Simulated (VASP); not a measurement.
# Dy5C (Cmmm) in VASP: further runs, part 2 of 2

VASP 6.6.1. Earlier steps stand in the parts before.

**3. Relaxation of cell and atoms, PBE**

Input file INCAR:

```
SYSTEM = Dy5C
PREC = Accurate
ENCUT = 600
EDIFF = 1E-7
ISMEAR = 0
SIGMA = 0.1
LREAL = .FALSE.
LASPH = .TRUE.
NELM = 200
ALGO = Normal
ISIF = 3
LWAVE = .FALSE.
LCHARG = .FALSE.
GGA = PE
IBRION = 2
NSW = 100
EDIFFG = -0.01
GGA_COMPAT = .FALSE.
NELMIN = 4
LMAXMIX = 6
```

Input file KPOINTS:

```
Automatic mesh
0
G
  6 6 10
  0 0 0
```

Input file POSCAR:

```
Dy5C
1.0
    2.7813898130     -8.4413197375      0.0000000000
    2.7813898130      8.4413197375      0.0000000000
    0.0000000000      0.0000000000      3.3591583858
Dy C
5 1
Direct
    0.1038220637      0.8961779363      0.5000000000
    0.6954203064      0.3045796936      0.0000000000
    0.8961779363      0.1038220637      0.5000000000
    0.3045796936      0.6954203064      0.0000000000
    0.5000000000      0.5000000000      0.5000000000
    0.0000000000      0.0000000000      0.0000000000
```

Potentials or basis: VASP PAW PBE potentials, release 64 (Dy_3, C), 4f in core.

Command:

```sh
$ cat potpaw_PBE.64/Dy_3/POTCAR potpaw_PBE.64/C/POTCAR > POTCAR
$ mpirun -np 1 vasp_std > vasp.out
```

OUTCAR:

```text
SYSTEM = Dy5C
   PREC = Accurate
   ENCUT = 600
   EDIFF = 1E-7
   ISMEAR = 0
   LREAL = .FALSE.
   LASPH = .TRUE.
   NELM = 200
   ISIF = 3
   GGA = PE
   IBRION = 2
   NSW = 100
   EDIFFG = -0.01
   NELMIN = 4

 ion  position               nearest neighbor table
   1  0.104  0.896  0.500-   6 2.43   6 2.43   5 3.29   5 3.29   3 3.51   2 3.60   2 3.60   2 3.60
                             2 3.60   4 3.78   4 3.78
   2  0.695  0.305  0.000-   4 3.34   4 3.34   1 3.60   1 3.60   1 3.60   1 3.60   5 3.70   5 3.70
                             3 3.78   3 3.78
   3  0.896  0.104  0.500-   6 2.43   6 2.43   5 3.29   5 3.29   1 3.51   4 3.60   4 3.60   4 3.60
                             4 3.60   2 3.78   2 3.78
   4  0.305  0.695  0.000-   2 3.34   2 3.34   3 3.60   3 3.60   3 3.60   3 3.60   5 3.70   5 3.70
                             1 3.78   1 3.78
   5  0.500  0.500  0.500-   1 3.29   3 3.29   1 3.29   3 3.29   2 3.70   4 3.70   2 3.70   4 3.70

   6  0.000  0.000  0.000-   1 2.43   3 2.43   1 2.43   3 2.43

  LATTYP: Found a base centered orthorhombic cell.
 ALAT       =     5.5627796260
 B/A-ratio  =     3.0349286885
 C/A-ratio  =     0.6038632863

  Lattice vectors:

 A1 = (   2.7813898130,  -8.4413197375,   0.0000000000)
 A2 = (   2.7813898130,   8.4413197375,   0.0000000000)
 A3 = (   0.0000000000,   0.0000000000,   3.3591583858)

Analysis of symmetry for initial positions (statically):
=====================================================================
 Subroutine PRICEL returns:
 Original cell was already a primitive cell.

 Routine SETGRP: Setting up the symmetry group for a
 base centered orthorhombic supercell.

 Subroutine GETGRP returns: Found  8 space group operations
 (whereof  8 operations were pure point group operations)
 out of a pool of  8 trial point group operations.

The static configuration has the point symmetry D_2h.

Analysis of symmetry for dynamics (positions and initial velocities):
=====================================================================
 Subroutine PRICEL returns:
 Original cell was already a primitive cell.

 Routine SETGRP: Setting up the symmetry group for a
 base centered orthorhombic supercell.

 Subroutine GETGRP returns: Found  8 space group operations
 (whereof  8 operations were pure point group operations)
 out of a pool of  8 trial point group operations.

The dynamic configuration has the point symmetry D_2h.

 Subroutine INISYM returns: Found  8 space group operations
 (whereof  8 operations are pure point group operations),
 and found     1 'primitive' translations

----------------------------------------------------------------------------------------

                                     Primitive cell

  volume of cell :     157.7367

  direct lattice vectors                    reciprocal lattice vectors
     2.781389813 -8.441319738  0.000000000     0.179766244 -0.059232444  0.000000000
     2.781389813  8.441319738  0.000000000     0.179766244  0.059232444  0.000000000
     0.000000000  0.000000000  3.359158386     0.000000000  0.000000000  0.297693614

  length of vectors
     8.887744832  8.887744832  3.359158386     0.189273308  0.189273308  0.297693614

  position of ions in fractional coordinates (direct lattice)
     0.103822064  0.896177936  0.500000000
     0.695420306  0.304579694  0.000000000
     0.896177936  0.103822064  0.500000000
     0.304579694  0.695420306  0.000000000
     0.500000000  0.500000000  0.500000000
[... 65 lines left out ...]
   number of dos      NEDOS =    301   number of ions     NIONS =      6
   total plane-waves  NPLWV = 145152
   dimension x,y,z NGX =    72 NGY =   72 NGZ =   28
   dimension x,y,z NGXF=   144 NGYF=  144 NGZF=   56
   ions per type =               5   1
   NGX,Y,Z   is equivalent  to a cutoff of  13.47, 13.47, 13.86 a.u.
   NGXF,Y,Z  is equivalent  to a cutoff of  26.94, 26.94, 27.71 a.u.
 SYSTEM =  Dy5C
   PREC   = accura    normal or accurate (medium, high low for compatibility)
   ISTART =      0    job   : 0-new  1-cont  2-samecut
   ICHARG =      2    charge: 1-file 2-atom 10-const
   ISPIN  =      1    spin polarized calculation?
   LNONCOLLINEAR =      F non collinear calculations
   LSORBIT =      F    spin-orbit coupling
   LASPH  =      T    aspherical Exc in radial PAW
   ENCUT  =  600.0 eV  44.10 Ry    6.64 a.u.  17.75 17.75  6.71*2*pi/ulx,y,z
   NELM   =    200;   NELMIN=  4; NELMDL= -5     # of ELM steps
   EDIFF  = 0.1E-06   stopping-criterion for ELM
   LREAL  =      F    real-space projection
   EDIFFG = -.1E-01   stopping-criterion for IOM
   NSW    =    100    number of steps for IOM
   IBRION =      2    ionic relax: 0-MD 1-quasi-New 2-CG
   NFREE  =      1    steps in history (QN), initial steepest desc. (CG)
   ISIF   =      3    stress and relaxation
   ISYM   =      2    0-nonsym 1-usesym 2-fastsym
   POTIM  = 0.5000    time-step for ionic-motion
   TEBEG  =    0.0;   TEEND  =   0.0 temperature during run
   PSTRESS=    0.0 pullay stress
   NELECT =      49.0000    total number of electrons
   NUPDOWN=      -1.0000    fix difference up-down
   EMIN   =  10.00;   EMAX   =-10.00  energy-range for DOS
   EFERMI =   0.00;   METHOD = LEGACY
   ISMEAR =     0;   SIGMA  =   0.10  broadening in eV -4-tet -1-fermi 0-gaus
   EFERMI_NEDOS =   21; number of points for ismear=-14 and -15
   IALGO  =     38    algorithm
   IMIX   =      4    mixing-type and parameters
     AMIX     =   0.40;   BMIX     =  1.00
     AMIX_MAG =   1.60;   BMIX_MAG =  1.00
  volume/ion in A,a.u.               =      26.29       177.41
  Fermi-wavevector in a.u.,A,eV,Ry     =   1.108739  2.095213 16.725669  1.229302
  Thomas-Fermi vector in A             =   2.245270
   LORBIT       =      0    0 simple, 1 ext, 2 COOP (PROOUT), +10 PAW based schemes
   GGA     = PE    functional components
   LHFCALC =     F    Hartree Fock is set to
   AEXX    =    0.0000 exact exchange contribution
   IVDW    =     0    specifies the selected vdW correction
   LEPSILON=     F    determine dielectric tensor
   LRPA    =     F    only Hartree local field effects (RPA)
 conjugate gradient relaxation of ions
 non-spin polarized calculation
 Gauss-broadening in eV      SIGMA  =   0.10
  energy-cutoff  :      600.00
  volume of cell :      157.74
 maximum number of plane-waves:      5314
   NGX = 35   NGY = 35   NGZ = 13

--------------------------------------- Ionic step        1  -------------------------------------------

 number of electron      48.9999999 magnetization

 Free energy of the ion-electron system (eV)
  ---------------------------------------------------
  ext. energy  EPLUGINS =         0.00000000
  ---------------------------------------------------
  free energy    TOTEN  =       -30.84856229 eV

  energy without entropy =      -30.81133786  energy(sigma->0) =      -30.82995008

------------------------ aborting loop because EDIFF is reached ----------------------------------------

  FORCE on cell =-STRESS in cart. coord.  units (eV):
  Direction    XX          YY          ZZ          XY          YZ          ZX
  --------------------------------------------------------------------------------------
  -------------------------------------------------------------------------------------
  Total        0.6023438      0.4078479      1.1525475     -0.0000000      0.0000000      0.0000000
  in kB        6.1181808      4.1426301     11.7067605     -0.0000000      0.0000000      0.0000000
  external PRESSURE =       7.3225238 kB  Pullay stress =       0.0000000 kB
[... 267 lines left out ...]
--------------------------------------- Ionic step        8  -------------------------------------------

 number of electron      48.9999998 magnetization

 Free energy of the ion-electron system (eV)
  ---------------------------------------------------
  ext. energy  EPLUGINS =         0.00000000
  ---------------------------------------------------
  free energy    TOTEN  =       -30.85659176 eV

  energy without entropy =      -30.81789460  energy(sigma->0) =      -30.83724318

 E-fermi :   3.3615     XC(G=0): -10.0426

 val. band max:        3.3548147315   @ k =   0.5000   0.1667   0.3000
 cond. band min:       3.3655267436   @ k =  -0.3333   0.1667   0.3000
 fundamental gap:      0.0107120121
 Fermi energy:         3.3614862556

 k-point     1 :       0.0000    0.0000    0.0000
  band No.  band energies     occupation
      1     -20.4783      2.00000
      2     -20.2772      2.00000
      3     -20.2180      2.00000
      4     -20.0661      2.00000
      5     -20.0419      2.00000
      6     -19.8842      2.00000
[... 757 lines left out ...]
     28       4.0847      0.00000
     29       4.2538      0.00000

 [... further k-points ...]

------------------------ aborting loop because EDIFF is reached ----------------------------------------

  FORCE on cell =-STRESS in cart. coord.  units (eV):
  Direction    XX          YY          ZZ          XY          YZ          ZX
  --------------------------------------------------------------------------------------
  -------------------------------------------------------------------------------------
  Total       -0.0064494      0.0113655      0.0292314     -0.0000000      0.0000000      0.0000000
  in kB       -0.0643760      0.1134468      0.2917773     -0.0000000      0.0000000      0.0000000
  external PRESSURE =       0.1136160 kB  Pullay stress =       0.0000000 kB
[... 21 lines left out ...]
  FREE ENERGIE OF THE ION-ELECTRON SYSTEM (eV)
  ---------------------------------------------------
  free  energy   TOTEN  =       -30.8565917570 eV

  energy  without entropy=      -30.8178945984  energy(sigma->0) =      -30.83724318

 reached required accuracy - stopping structural energy minimisation
```

Wall time 29 min (1 thread of Intel Xeon 6975P-C (Granite Rapids), shared host); peak memory 0.62 GiB.

What came out:

- Free energy: -30.8566 eV
- Relaxed volume: 26.75 Å³/atom
- Relaxed cell: a = 8.886 Å, b = 8.886 Å, c = 3.387 Å, α = 90.00°, β = 90.00°, γ = 143.11°
- Space group after relaxing (to 0.1 Å): Cmmm (No. 65)
- Energy gained by relaxing: 1.3 meV/atom
- Ionic steps: 8
- Pressure after relaxing: 0.0 GPa
- Largest force after relaxing: 0.010 eV/Å
- Band gap on the k mesh: zero (an odd number of electrons rules out a gap without spin polarisation)

Forces in eV/Å, atoms in the order of the input:
```
Dy   0.000 -0.010  0.000
Dy   0.000  0.007  0.000
Dy   0.000  0.010  0.000
Dy   0.000 -0.007  0.000
Dy   0.000  0.000  0.000
C    0.000  0.000  0.000
```

Step by step:
| step | energy change (eV) | largest force (eV/Å) | pressure (GPa) | volume (Å³) |
| --- | --- | --- | --- | --- |
| 1 | 0.0000 | 0.0330 | 0.73 | 157.74 |
| 2 | -0.0060 | 0.0827 | -0.20 | 160.49 |
| 3 | -0.0062 | 0.0683 | -0.06 | 160.04 |
| 4 | -0.0073 | 0.0344 | 0.01 | 160.14 |
| 5 | -0.0074 | 0.0314 | 0.03 | 160.17 |
| 6 | -0.0078 | 0.0235 | 0.01 | 160.34 |
| 7 | -0.0080 | 0.0107 | -0.02 | 160.61 |
| 8 | -0.0080 | 0.0099 | 0.01 | 160.51 |

Final structure:
```
Dy C
1.0
     2.81111   -8.42951    0.00000
     2.81111    8.42951    0.00000
     0.00000    0.00000    3.38686
Dy C
5 1
Direct
  0.10361 0.89639 0.50000
  0.69477 0.30523 0.00000
  0.89639 0.10361 0.50000
  0.30523 0.69477 0.00000
  0.50000 0.50000 0.50000
  0.00000 0.00000 0.00000
```

Levels at points of the mesh, in eV from the Fermi level:
| k point | band 21 | band 22 | band 23 | band 24 | band 25 | band 26 | band 27 | band 28 |
| --- | --- | --- | --- | --- | --- | --- | --- | --- |
| (0.00, 0.00, 0.00) | -1.63 | -0.67 | -0.65 | -0.44 | -0.12 | 0.21 | 0.67 | 0.77 |
| (0.50, 0.00, 0.00) | -1.12 | -0.82 | -0.61 | -0.48 | 0.19 | 0.39 | 0.58 | 0.64 |
| (0.50, 0.50, 0.00) | -1.37 | -0.69 | -0.67 | -0.01 | 0.16 | 0.22 | 0.43 | 0.51 |
| (0.00, 0.00, 0.50) | -1.53 | -1.03 | -0.76 | -0.34 | -0.05 | 0.13 | 0.31 | 0.94 |
| (0.50, 0.00, 0.50) | -1.49 | -0.88 | -0.60 | 0.03 | 0.12 | 0.46 | 0.49 | 0.54 |
| (0.50, 0.50, 0.50) | -1.40 | -1.07 | -0.68 | -0.20 | -0.17 | -0.02 | 0.69 | 1.11 |

Caveat: spin-orbit coupling is left out, which moves the levels of the heavy elements; the 4f electrons are frozen in the core, so they carry no moment and show no levels. Spin polarisation is off, so any magnetic state and its effect on volume and gap are missing.

**4. Single point, PBE**

This run uses another cell than the first one, of 26.52 Å³/atom.

Input file INCAR:

```
SYSTEM = Dy5C
  PREC = Accurate
  ENCUT = 600
  EDIFF = 1E-6
  ISMEAR = 0
  SIGMA = 0.1
  LREAL = .FALSE.
  LASPH = .TRUE.
  NELM = 200
  ALGO = Normal
  ISIF = 2
  LWAVE = .FALSE.
  LCHARG = .FALSE.
  GGA = PE
  NBANDS = 34
  GGA_COMPAT = .FALSE.
  LMAXMIX = 6
```

Input file KPOINTS:

```
regular mesh
0
G
  6 6 10
  0 0 0
```

Input file POSCAR:

```
Dy5C
1.0
    2.8029583948     -8.3969896383      0.0000000000
    2.8029583948      8.3969896383      0.0000000000
    0.0000000000      0.0000000000      3.3796980617
Dy C
5 1
Direct
    0.1038364229      0.8961635771      0.5000000000
    0.6945340127      0.3054659873      0.0000000000
    0.8961635771      0.1038364229      0.5000000000
    0.3054659873      0.6945340127      0.0000000000
    0.5000000000      0.5000000000      0.5000000000
    0.0000000000      0.0000000000      0.0000000000
```

Potentials or basis: VASP PAW PBE potentials, release 64 (Dy_3, C), 4f in core.

Command:

```sh
$ cat potpaw_PBE.64/Dy_3/POTCAR potpaw_PBE.64/C/POTCAR > POTCAR
$ mpirun -np 1 vasp_std > vasp.out
```

OUTCAR:

```text
SYSTEM = Dy5C
   PREC = Accurate
   ENCUT = 600
   EDIFF = 1E-6
   ISMEAR = 0
   LREAL = .FALSE.
   LASPH = .TRUE.
   NELM = 200
   ISIF = 2
   GGA = PE

 ion  position               nearest neighbor table
   1  0.104  0.896  0.500-   6 2.43   6 2.43   5 3.30   5 3.30   3 3.49   2 3.61   2 3.61   2 3.61
                             2 3.61   4 3.78   4 3.78
   2  0.695  0.305  0.000-   4 3.37   4 3.37   1 3.61   1 3.61   1 3.61   1 3.61   5 3.68   5 3.68
                             3 3.78   3 3.78
   3  0.896  0.104  0.500-   6 2.43   6 2.43   5 3.30   5 3.30   1 3.49   4 3.61   4 3.61   4 3.61
                             4 3.61   2 3.78   2 3.78
   4  0.305  0.695  0.000-   2 3.37   2 3.37   3 3.61   3 3.61   3 3.61   3 3.61   5 3.68   5 3.68
[... 1101 lines left out ...]
  Total        0.3048949      0.5567110      0.4601463      0.0000000      0.0000000      0.0000000
  in kB        3.0705242      5.6065052      4.6340243      0.0000000      0.0000000      0.0000000
  external PRESSURE =       4.4370179 kB  Pullay stress =       0.0000000 kB

 VOLUME and BASIS-vectors are now :
 -----------------------------------------------------------------------------
  energy-cutoff  :      600.00
  volume of cell :      159.09
      direct lattice vectors                 reciprocal lattice vectors
     2.802958395 -8.396989638  0.000000000     0.178382955 -0.059545149  0.000000000
     2.802958395  8.396989638  0.000000000     0.178382955  0.059545149  0.000000000
     0.000000000  0.000000000  3.379698062     0.000000000  0.000000000  0.295884420

 POSITION                                       TOTAL-FORCE (eV/Angst)
 -----------------------------------------------------------------------------------
      2.80296      6.65316      1.68985         0.000000     -0.048248     -0.000000
      2.80296     -3.26700      0.00000         0.000000     -0.011686     -0.000000
      2.80296     -6.65316      1.68985         0.000000      0.048248     -0.000000
      2.80296      3.26700      0.00000         0.000000      0.011686      0.000000
      2.80296      0.00000      1.68985        -0.000000     -0.000000     -0.000000
      0.00000      0.00000      0.00000         0.000000     -0.000000     -0.000000
 -----------------------------------------------------------------------------------
    total drift:                                0.000000      0.000000     -0.000000

  FREE ENERGIE OF THE ION-ELECTRON SYSTEM (eV)
  ---------------------------------------------------
  free  energy   TOTEN  =       -30.8548627687 eV

  energy  without entropy=      -30.8167463005  energy(sigma->0) =      -30.83580453
```

Wall time 24 min (1 thread of Intel Xeon Platinum 8375C at 2.90GHz (Ice Lake), shared host); peak memory 0.62 GiB.

Results:

```yaml
Free_energy: -30.8549 eV
Pressure: 0.4 GPa
Largest_force: 0.048 eV/Å
Band_gap_on_the_k_mesh: zero (an odd number of electrons rules out a gap without spin polarisation)
```

Forces on the atoms (eV/Å):
```
Dy   0.000 -0.048  0.000
Dy   0.000 -0.012  0.000
Dy   0.000  0.048  0.000
Dy   0.000  0.012  0.000
Dy   0.000  0.000  0.000
C    0.000  0.000  0.000
```

Caveat: spin-orbit coupling is left out, which moves the levels of the heavy elements; the 4f electrons are frozen in the core, so they carry no moment and show no levels.

**5. Overview**

| task | cell | k mesh | gap on the mesh (eV) | pressure (GPa) | largest force (eV/Å) |
| --- | --- | --- | --- | --- | --- |
| single point | a = 8.888, b = 8.888, c = 3.359 Å, angles 90.0, 90.0, 143.5°, 6 atoms, atomic positions A | 4 × 4 × 6 | none | 0.8 | 0.04 |
| relaxation of cell and atoms | relaxed from a = 8.888, b = 8.888, c = 3.359 Å, angles 90.0, 90.0, 143.5°, 6 atoms, atomic positions A | 6 × 6 × 10 | none | 0.0 | 0.01 |
| single point | a = 8.852, b = 8.852, c = 3.380 Å, angles 90.0, 90.0, 143.1°, 6 atoms, atomic positions B | 6 × 6 × 10 | none | 0.4 | 0.05 |

Alike in all rows: level PBE; potentials or basis VASP PAW PBE potentials, release 64 (Dy_3, C), 4f in core; no spin polarisation; cutoff (eV) 600; smearing gaussian 0.1 eV.

Caveats: spin-orbit coupling is left out, which moves the levels of the heavy elements; the 4f electrons are frozen in the core, so they carry no moment and show no levels.

Absolute energies hang on the potentials; compare differences alone.
